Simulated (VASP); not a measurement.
Wanted: the native input for a VASP 6.6.1 run.

| Item | Value |
| --- | --- |
| Task | relaxation of cell and atoms |
| Functional | PBE |
| Potentials or basis | VASP PAW PBE potentials, release 64 (Ti_sv, Co) |
| Cutoff | 600 eV |
| k mesh | 6 × 6 × 6 |
| Occupations | gaussian, width 0.1 eV |
| Spin | collinear spin, ferromagnetic start |
| Starting moments | [0.0, 1.2] μB |
| Dipole correction | no |
| Further INCAR settings | ALGO = Normal; EDIFF = 1e-06; IBRION = 2; EDIFFG = -0.05; NSW = 80; ISIF = 3 |

The structure of TiCo lies in POSCAR:

```
TiCo
1.0
    3.0508088958      0.0000000000      0.0000000000
    0.0000000000      3.0508088958      0.0000000000
    0.0000000000      0.0000000000      3.0508088958
Ti Co
1 1
Direct
    0.0000000000      0.0000000000      0.0000000000
    0.5000000000      0.5000000000      0.5000000000
```

These files were run (other wordings do the same):

INCAR

```
SYSTEM = TiCo
PREC = Accurate ; ENCUT = 600
EDIFF = 1E-6 ; ISMEAR = 0
SIGMA = 0.1 ; LREAL = .FALSE.
LASPH = .TRUE. ; NELM = 150
ALGO = Normal ; ISIF = 3
LWAVE = .FALSE. ; LCHARG = .FALSE.
ISPIN = 2 ; MAGMOM = 0 1.2
LORBIT = 11 ; LMAXMIX = 4
GGA = PE ; IBRION = 2
NSW = 80 ; EDIFFG = -0.05
```

KPOINTS

```
Automatic mesh
0
G
  6 6 6
  0 0 0
```

Potentials or basis: VASP PAW PBE potentials, release 64 (Ti_sv, Co).

Run with:

```sh
$ cat potpaw_PBE.64/Ti_sv/POTCAR potpaw_PBE.64/Co/POTCAR > POTCAR
$ mpirun -np 1 vasp_std > vasp.out
```

It gave:

The relaxed volume is 13.13 Å³/atom. The relaxed cell is a = 2.972 Å, b = 2.972 Å, c = 2.972 Å, α = 90.00°, β = 90.00°, γ = 90.00° and the space group after relaxing (to 0.05 Å) is Pm-3m (No. 221). The energy gained by relaxing is 37.4 meV/atom and the ionic steps are 3. The pressure after relaxing is 0.1 GPa. The net moment is 0.35 μB per cell and the site moments are Ti -0.08; Co +0.48 μB. The valence electrons inside the program's atomic spheres are Ti 10.30; Co 8.32.

It took 46 s on 1 thread of Intel(R) Xeon(R) 6975P-C (Granite Rapids) (shared host), peak memory 0.16 GiB.
